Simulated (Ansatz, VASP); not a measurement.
One calculation of TiAl3, two programs

```
Ti Al
1.0
     2.81843    0.00000    0.00000
     0.00000    4.67062    0.00000
     0.00000    0.00000    4.95221
Ti Al
1 3
Direct
  0.00000 0.50000 0.32934
  0.00000 0.00000 0.00670
  0.50000 0.00000 0.50013
  0.50000 0.50000 0.83050
```

Change from the starting cell: species swapped into the La3Mg type (Pmm2, No. 25).

Alike in both runs: functional PBE; k mesh 6 × 4 × 4; occupations gaussian, width 0.2 eV; no spin polarisation.

Ansatz relaxed the structure, and its values are those at the end. VASP's run is a single point on that final structure, the one shown.

|  | VASP | Ansatz |
| --- | --- | --- |
| version | VASP 6.6.1 | Ansatz 0.2.0 |
| potentials or method | VASP PAW PBE potentials, release 64 (Ti_sv, Al), cutoff 520 eV | scalar-relativistic, plane waves, PAW |
| valence electrons in the cell | 21 | 21 |

VASP gave:

```
gap on the k mesh at the Fermi level (eV) : none
pressure (GPa)                            : -0.2
rms of the force components (eV/Å)        : 0.008
```

Problem. Estimate Ansatz's values.

Solution. gap on the k mesh at the Fermi level (eV): none; pressure (GPa): -0.1; rms of the force components (eV/Å): 0.009.

A gap of «none» marks a metal or a gap that the smearing closes.

The k mesh is coarse, so the values compare programs but aren't converged.
